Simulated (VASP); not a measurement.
Crystal: FeO (Wuestite).

```xyz
2
Lattice="0.0000 2.0176 2.0176 2.0176 0.0000 2.0176 2.0176 2.0176 0.0000" Properties=species:S:1:pos:R:3 pbc="T T T"
Fe    0.0000    0.0000    0.0000
O     2.0176    2.0176    2.0176
```

This cell differs from its parent crystal: volume scaled by 0.960.

Base run:

| Property | Result |
| --- | --- |
| Program | VASP 6.6.1 |
| Functional | PBE |
| Potentials or basis | VASP PAW PBE potentials, release 64 (Fe, O) |
| Cutoff | 520 eV |
| k mesh | 14 × 14 × 14 |
| Occupations | gaussian, width 0.05 eV |
| Spin | no spin polarisation |

Its results: band gap on the k mesh zero (band 7 reaches 7.99 eV, above the bottom of band 8 at 6.82 eV); pressure 12.4 GPa.

Q: The run is repeated on the same cell with these changes: potentials or basis from VASP PAW PBE potentials, release 64 (Fe, O) to VASP PAW PBE potentials, release 64 (Fe_sv, O); cutoff from 520 eV to 600 eV; further incar settings from ALGO = Normal; EDIFF = 1e-07; NBANDS = 14 to ALGO = Normal; EDIFF = 1e-06; NBANDS = 18; valence electrons from 14 to 22. What comes out?

A: Band gap on the k mesh zero (band 11 reaches 12.35 eV, above the bottom of band 12 at 11.17 eV); pressure 7.9 GPa.

Caveats: the run has no spin polarisation, though such a crystal can be magnetic; semilocal functionals often make such compounds metallic where correlation or magnetic order opens a gap, which also shifts bond lengths.
